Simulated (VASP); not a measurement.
# NaAl15N15 (a cell with a defect) in VASP: further runs

NaAl15N15 (a cell with a defect) is run at these levels: HSE06; tasks: single point.

Everything below comes from runs of VASP 6.6.1. Logs are shortened: lines on timing, memory, paths and dates and some standing lists are left out, and cuts for length are marked.

### Step 1. The cell of the first run

The cell holds a defect, 31 atoms: a = 6.260 Å, b = 6.260 Å, c = 10.035 Å, α = 90.00°, β = 90.00°, γ = 120.00°.

### Step 2. Single point, HSE06

POSCAR reads:

```
NaAl15N15
1.0
    6.2595139128      0.0000000578      0.0000000000
   -3.1297570064      5.4208980350      0.0000000000
    0.0000000000      0.0000000000     10.0348065929
Al Na N
15 1 15
Direct
    0.3374847066      0.1626718209      0.2527781108
    0.3319607765      0.1686919435      0.7519349242
    0.1667334694      0.3332461249      0.9949981049
    0.3355683822      0.6660106354      0.2505581410
    0.1677831099      0.8266533915      0.4955920514
    0.3308668648      0.6647666015      0.7498197441
    0.1656723485      0.8337408849      1.0008973418
    0.8344238219      0.1647500838      0.2504740163
    0.6722704768      0.3316344142      0.4950644894
    0.8349836059      0.1692391195      0.7497171274
    0.6662684792      0.3343833345      1.0008378875
    0.8328286645      0.6669528533      0.2515569172
    0.6618178744      0.8382947620      0.4974648174
    0.8316214824      0.6689994798      0.7462092151
    0.6661625993      0.8339421036      0.9991226812
    0.1867772061      0.3128846262      0.4954732987
    0.1714897015      0.3298539251      0.1883599497
    0.3345491445      0.1654061755      0.9422658509
    0.1672380653      0.3321661819      0.7129687028
    0.3452905668      0.6943924218      0.4319532211
    0.1648933685      0.8291320700      0.1894610045
    0.3325876332      0.6727849761      0.9419487852
    0.1681838607      0.8363489057      0.6870494340
    0.8056873477      0.1546349692      0.4318294606
    0.6705002017      0.3344952177      0.1894554763
    0.8272419825      0.1673940092      0.9418804784
    0.6646427718      0.3329937443      0.6868026993
    0.8315204848      0.6688077529      0.4415054132
    0.6700216804      0.8301917815      0.1864253361
    0.8320540961      0.6679871826      0.9372399026
    0.6657070012      0.8341275179      0.6907339018
```

INCAR.step1 reads:

```
ALGO = Normal ; EDIFF = 1E-5
ENCUT = 520 ; GGA = PE
GGA_COMPAT = False ; ISIF = 2
ISMEAR = -1 ; ISYM = -1
LASPH = True ; LCHARG = False
LREAL = Auto ; LWAVE = True
NBANDS = 84 ; NELECT = 128.0
NELM = 120 ; PREC = Accurate
SIGMA = 0.01
```

INCAR.step2 reads:

```
ALGO = Normal ; EDIFF = 1E-6
ENCUT = 520 ; GGA = PE
GGA_COMPAT = False ; HFSCREEN = 0.2079
ISIF = 2 ; ISMEAR = -1
ISTART = 1 ; ISYM = -1
LASPH = True ; LCHARG = False
LHFCALC = True ; LREAL = Auto
LWAVE = False ; NBANDS = 84
NELECT = 128.0 ; NELM = 120
PREC = Accurate ; PRECFOCK = Fast
SIGMA = 0.01
```

KPOINTS reads:

```
explicit points
1
Reciprocal
  0.25000000   0.25000000   0.25000000 1
```

Potentials or basis: VASP PAW PBE potentials, release 64 (Al, Na_pv, N).

Run with:

```bash
cat potpaw_PBE.64/Al/POTCAR potpaw_PBE.64/Na_pv/POTCAR potpaw_PBE.64/N/POTCAR > POTCAR
cp INCAR.step1 INCAR
mpirun -np 1 vasp_std > vasp.out
cp INCAR.step2 INCAR
mpirun -np 1 vasp_std > vasp.out
```

OUTCAR:

```text
EDIFF = 1E-6
   ENCUT = 520
   GGA = PE
   HFSCREEN = 0.2079
   ISIF = 2
   ISMEAR = -1
   ISTART = 1
   ISYM = -1
   LASPH = True
   LHFCALC = True
   LREAL = Auto
   NELECT = 128.0
   NELM = 120
   PREC = Accurate
   PRECFOCK = Fast

 ion  position               nearest neighbor table
   1  0.337  0.163  0.253-  25 1.91  21 1.92  17 1.92  16 2.93   9 3.03   5 3.04   7 3.09  11 3.09
                             4 3.10   8 3.10  12 3.13  12 3.13   8 3.16   4 3.16   3 3.18
   2  0.332  0.169  0.752-  19 1.82  18 1.91  23 1.92  27 1.92  16 3.01   3 3.02  11 3.09   7 3.09
                             6 3.11  10 3.11  14 3.13  14 3.13  10 3.15   6 3.15   9 3.17   5 3.17
   3  0.167  0.333  0.995-  18 1.89  26 1.92  22 1.92  17 1.94   2 3.02   6 3.05  10 3.05  11 3.12
                             7 3.12  15 3.13  15 3.13   8 3.13   4 3.14   7 3.14  11 3.14   1 3.18
   4  0.336  0.666  0.251-  20 1.83  21 1.91  29 1.92  17 1.93   5 3.04  13 3.04  15 3.09   7 3.10
                             1 3.10  12 3.11   8 3.12   3 3.14   8 3.14  12 3.15   1 3.16
   5  0.168  0.827  0.496-  20 1.80  28 1.90  23 1.92  16 2.99   4 3.04   1 3.04  12 3.05  13 3.06
                             9 3.10   6 3.10  14 3.11   9 3.16   2 3.17  13 3.20
   6  0.331  0.665  0.750-  19 1.84  31 1.91  23 1.92  22 1.93   3 3.05  15 3.09   5 3.10  10 3.10
                             7 3.10  13 3.10   2 3.11  14 3.12  14 3.14   2 3.15  10 3.16
   7  0.166  0.834  0.001-  22 1.87  18 1.89  21 1.89  30 1.92   2 3.09   1 3.09  12 3.10   4 3.10
                             6 3.10   3 3.12  11 3.13  15 3.13  15 3.13  14 3.13  11 3.13   3 3.14
   8  0.834  0.165  0.250-  24 1.83  25 1.91  29 1.92  17 1.93   9 3.03  13 3.05  15 3.09  11 3.10
                             1 3.10  12 3.11   4 3.12   3 3.13   4 3.14  12 3.15   1 3.16
   9  0.672  0.332  0.495-  24 1.80  28 1.91  27 1.92  16 2.98   1 3.03   8 3.03  12 3.05  13 3.06
                             5 3.10  10 3.10  14 3.11   5 3.16   2 3.17  13 3.20
  10  0.835  0.169  0.750-  19 1.84  31 1.91  27 1.92  26 1.93   3 3.05  15 3.09  11 3.10   6 3.10
                            13 3.10   9 3.10   2 3.11  14 3.12  14 3.14   2 3.15   6 3.16
  11  0.666  0.334  0.001-  26 1.87  18 1.89  25 1.89  30 1.92   2 3.09   1 3.09  12 3.10  10 3.10
                             8 3.10   3 3.12   7 3.13  15 3.13  15 3.13  14 3.13   7 3.13   3 3.14
  12  0.833  0.667  0.252-  29 1.88  21 1.91  28 1.91  25 1.91   9 3.05   5 3.05  13 3.09  11 3.10
                             7 3.10   4 3.11   8 3.11  15 3.11   1 3.13   1 3.13   8 3.15   4 3.15
  13  0.662  0.838  0.497-  24 1.84  20 1.84  28 1.92  31 1.94   4 3.04   8 3.05   9 3.06   5 3.06
                            12 3.09  14 3.10  10 3.10   6 3.10   5 3.20   9 3.20
  14  0.832  0.669  0.746-  31 1.88  27 1.92  30 1.92  23 1.92  13 3.10  15 3.11   5 3.11   9 3.11
                            10 3.12   6 3.12   2 3.13   2 3.13   7 3.13  11 3.13   6 3.14  10 3.14
  15  0.666  0.834  0.999-  29 1.88  26 1.90  22 1.90  30 1.90   6 3.09  10 3.09   8 3.09   4 3.09
                            14 3.11  12 3.11   7 3.13  11 3.13   3 3.13   3 3.13  11 3.13   7 3.13
  16  0.187  0.313  0.495-  24 2.17  20 2.17  19 2.19   1 2.93   9 2.98   5 2.99   2 3.01
  17  0.171  0.330  0.188-   1 1.92   4 1.93   8 1.93   3 1.94
  18  0.335  0.165  0.942-   7 1.89  11 1.89   3 1.89   2 1.91
  19  0.167  0.332  0.713-   2 1.82  10 1.84   6 1.84  16 2.19
[... 154 lines left out ...]
   ENCUT4O =  -1.0   cutoff for four orbital integrals eV
   NKREDX  =     1    reduce k-point grid by
   NKREDY  =     1    reduce k-point grid by
   NKREDZ  =     1    reduce k-point grid by
   AEXX    =    0.2500 exact exchange contribution
   HFSCREEN=    0.2079 screening length (either q_TF or 0.3 A-1)
   HFSCREENC=   0.2079 screening length for correlation (either q_TF or 0.3 A-1)
   ENCUTFOCK=  -1.0 apply spherical cutoff to Coloumb kernel
   IVDW    =     0    specifies the selected vdW correction
   LEPSILON=     F    determine dielectric tensor
   LRPA    =     F    only Hartree local field effects (RPA)
 non-spin polarized calculation
  energy-cutoff  :      520.00
  volume of cell :      340.50
 maximum number of plane-waves:      9148
 NGX is ok and might be reduce to    48
  NGX = 24; NGY = 24; NGZ = 40

 number of electron     128.0000009 magnetization

 Free energy of the ion-electron system (eV)
  ---------------------------------------------------
  ext. energy  EPLUGINS =         0.00000000
  ---------------------------------------------------
  free energy    TOTEN  =      -254.64997406 eV

  energy without entropy =     -254.64997406  energy(sigma->0) =     -254.64997406

 E-fermi :   6.4032     XC(G=0):  -8.8599

 val. band max:        6.0736120656   @ k =   0.2500   0.2500   0.2500
 cond. band min:       9.6681480420   @ k =   0.2500   0.2500   0.2500
 fundamental gap:      3.5945359765
 Fermi energy:         6.4031571071

 k-point     1 :       0.2500    0.2500    0.2500
  band No.  band energies     occupation
      1     -17.9679      2.00000
      2     -17.9433      2.00000
      3     -17.9331      2.00000
      4     -11.3871      2.00000
      5     -10.8832      2.00000
      6     -10.7731      2.00000
[... 68 lines left out ...]
     75      13.0017      0.00000
     76      13.1382      0.00000
 [bands above 76 left out]

------------------------ aborting loop because EDIFF is reached ----------------------------------------

  FORCE on cell =-STRESS in cart. coord.  units (eV):
  Direction    XX          YY          ZZ          XY          YZ          ZX
  --------------------------------------------------------------------------------------
  -------------------------------------------------------------------------------------
  Total        4.3904794     -2.3519569      8.2888960     -5.8334109      0.8237682     -1.0451678
  in kB       20.6586371    -11.0667242     39.0019585    -27.4481003      3.8760979     -4.9178551
  external PRESSURE =      16.1979571 kB  Pullay stress =       0.0000000 kB

 VOLUME and BASIS-vectors are now :
 -----------------------------------------------------------------------------
  energy-cutoff  :      520.00
  volume of cell :      340.50
      direct lattice vectors                 reciprocal lattice vectors
     6.259513913  0.000000058  0.000000000     0.159756813  0.092235641  0.000000000
    -3.129757006  5.420898035  0.000000000    -0.000000002  0.184471279  0.000000000
     0.000000000  0.000000000 10.034806593     0.000000000  0.000000000  0.099653141

 POSITION                                       TOTAL-FORCE (eV/Angst)
 -----------------------------------------------------------------------------------
      1.60337      0.88183      2.53658         0.005795     -0.003884     -0.181398
      1.54995      0.91446      7.54552        -0.051137      0.020914      0.063289
      0.00069      1.80649      9.98461         0.000538      0.006495      0.040669
      0.01604      3.61038      2.51430        -0.022585      0.024056      0.068464
     -1.53698      4.48120      4.97317         0.081521     -0.201788      0.041481
     -0.00949      3.60363      7.52430        -0.001803     -0.055032      0.019659
[... 23 lines left out ...]
      3.11762      3.62109      9.40502        -0.009728      0.007494      0.001318
      1.55639      4.52172      6.93138         0.014501     -0.004429     -0.014060
 -----------------------------------------------------------------------------------
    total drift:                               -0.001891      0.002077      0.016748

  FREE ENERGIE OF THE ION-ELECTRON SYSTEM (eV)
  ---------------------------------------------------
  free  energy   TOTEN  =      -254.6499740593 eV

  energy  without entropy=     -254.6499740593  energy(sigma->0) =     -254.64997406
```

Wall time 2.5 min (1 thread of AMD EPYC 9R45 (Zen 5), shared host); peak memory 0.56 GiB.

What came out:

* Free energy: -254.6500 eV
* Largest force: 0.254 eV/Å

Forces on the atoms (eV/Å):
```
Al   0.006 -0.004 -0.181
Al  -0.051  0.021  0.063
Al   0.001  0.006  0.041
Al  -0.023  0.024  0.068
Al   0.082 -0.202  0.041
Al  -0.002 -0.055  0.020
Al   0.022 -0.012  0.015
Al  -0.025  0.007  0.069
Al   0.240  0.046  0.066
Al   0.046  0.024  0.020
Al   0.017 -0.016  0.017
Al  -0.012  0.012 -0.020
Al  -0.081  0.051 -0.018
Al  -0.015  0.011  0.015
Al  -0.018  0.006  0.027
Na  -0.063  0.041  0.045
N   -0.002 -0.011  0.005
N   -0.010  0.013 -0.024
N    0.004  0.009  0.113
N   -0.008  0.114 -0.070
N    0.013  0.022 -0.018
N    0.006 -0.010 -0.015
N   -0.007  0.021 -0.050
N   -0.124 -0.045 -0.060
N   -0.013 -0.017 -0.015
N    0.008 -0.002 -0.014
N   -0.025 -0.014 -0.053
N    0.018 -0.035 -0.049
N    0.011 -0.007 -0.025
N   -0.010  0.007  0.001
N    0.015 -0.004 -0.014
```

Caveat: the cell carries a net charge on a neutralising background, which shifts energy and pressure; the cell is charged against a uniform background, so pressure and absolute levels hang on convention; the PAW data sets were made with another functional, which shifts forces and pressure a little.

(Part 1 of 2 ends here.)
